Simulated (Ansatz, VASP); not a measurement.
## HgPd: VASP beside Ansatz

```xyz
2
Lattice="2.9916 0.0000 0.0000 0.0000 2.9916 0.0000 0.0000 0.0000 3.6755" Properties=species:S:1:pos:R:3 pbc="T T T"
Hg    0.0000    0.0000    0.0000
Pd    1.4958    1.4958    1.8377
```

Alike in both runs: task electric field gradients; functional LDA; k mesh 14 × 14 × 12; occupations fermi-dirac, width 0.15 eV; no spin polarisation.

|  | VASP | Ansatz |
| --- | --- | --- |
| version | VASP 6.6.1 | Ansatz 0.2.0 |
| potentials or method | VASP PAW LDA potentials, release 64 (Hg, Pd), cutoff 520 eV | scalar-relativistic, plane waves, PAW |
| valence electrons in the cell | 22 | 38 |

|  | VASP | Ansatz | Ansatz less VASP |
| --- | --- | --- | --- |
| gap on the k mesh at the Fermi level (eV) | none | none | - |
| pressure (GPa) | 1.8 | 0.0 | -1.79 |
| traceless stress, the component that is largest in VASP (GPa) | 0.08 | 0.00 | -0.076 |
| size of Vzz on the site where it differs most (V/Å²) | 78.8 | 89.1 | +10.32 |

LDA's correlation is that of Perdew and Zunger in VASP and of Perdew and Wang (1992) in Ansatz. A gap of «none» marks a metal or a gap that the smearing closes. VASP's potentials hold 22 valence electrons a cell and Ansatz's 38, so a difference there can come from the potentials and not from the codes.

Neither program's run includes spin-orbit coupling.
